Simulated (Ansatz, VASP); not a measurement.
## AgI in VASP and in Ansatz

Contents of POSCAR:

```
AgI
1.0
    4.6508717568      0.0000000000      0.0000000000
   -2.3254358784      4.0277730911      0.0000000000
    0.0000000000      0.0000000000      7.6372931925
Ag I
2 2
Direct
    0.3333333333      0.6666666667      0.0006839999
    0.6666666667      0.3333333333      0.5006839999
    0.3333333333      0.6666666667      0.3743160001
    0.6666666667      0.3333333333      0.8743160001
```

Contents of INCAR.step1:

```
ALGO = Normal
EDIFF = 1E-5
ENCUT = 400
GGA = PE
GGA_COMPAT = F
ISIF = 2
ISMEAR = 0
KPAR = 4
LASPH = T
LCHARG = F
LREAL = F
LWAVE = T
NBANDS = 26
NELM = 120
PREC = Accurate
SIGMA = 0.01
```

File INCAR.step2:

```
ALGO = Normal
EDIFF = 1E-6
ENCUT = 400
GGA = PE
GGA_COMPAT = F
HFSCREEN = 0.2079
ISIF = 2
ISMEAR = 0
ISTART = 1
KPAR = 4
LASPH = T
LCHARG = F
LHFCALC = T
LREAL = F
LWAVE = F
NBANDS = 26
NELM = 120
PREC = Accurate
PRECFOCK = Normal
SIGMA = 0.01
```

KPOINTS

```
k-points
0
Gamma
  6 6 2
```

Input for Ansatz:

```yaml
crystal:
  lattice:
    - [4.6508717568, 0.0, 0.0]
    - [-2.3254358784, 4.0277730911, 0.0]
    - [0.0, 0.0, 7.6372931925]
  atoms:
    - { symbol: Ag, position: [0.3333333333, 0.6666666667, 0.0006839999] }
    - { symbol: Ag, position: [0.6666666667, 0.3333333333, 0.5006839999] }
    - { symbol: I, position: [0.3333333333, 0.6666666667, 0.3743160001] }
    - { symbol: I, position: [0.6666666667, 0.3333333333, 0.8743160001] }
kpoints:
  mp_grid: { grid: [6, 6, 2] }
  band_path:
    path:
      - [0.0, 0.0, 0.0]
      - [0.5, 0.0, 0.0]
      - [0.3333333333, 0.3333333333, 0.0]
      - [0.0, 0.0, 0.5]
      - [0.5, 0.0, 0.5]
      - [0.3333333333, 0.3333333333, 0.5]
    npoints: 1
hamiltonian:
  xc: hse06
scf:
  occupations: { method: fixed }
  n_extra_bands: 5
output:
  forces: true
  stress: true
  eigenvalues: true
```

Change from the starting cell: uniaxial_z strain +0.5%.

Alike in both runs: task single point; functional HSE06; k mesh 6 × 6 × 2; no spin polarisation.

|  | VASP | Ansatz |
| --- | --- | --- |
| version | VASP 6.6.1 | Ansatz 0.2.0 |
| potentials or method | VASP PAW PBE potentials, release 64 (Ag, I) | plane waves, PAW |
| plane-wave cutoff (eV) | 400 | 420 |
| occupations | gaussian, width 0.01 eV | fixed |
| valence electrons in the cell | 36 | 72 |

|  | VASP | Ansatz | Ansatz less VASP |
| --- | --- | --- | --- |
| gap on the k mesh at the Fermi level (eV) | 2.50 | 2.53 | +0.025 |
| pressure (GPa) | 0.1 | 0.4 | +0.20 |
| traceless stress, the component that is largest in VASP (GPa) | -0.06 | -0.06 | +0.002 |

VASP's potentials hold 36 valence electrons a cell and Ansatz's 72, so a difference there can come from the potentials and not from the codes. Ansatz's warnings: stress exchange threshold loose, stress scf threshold loose.

Neither program's run includes spin-orbit coupling.
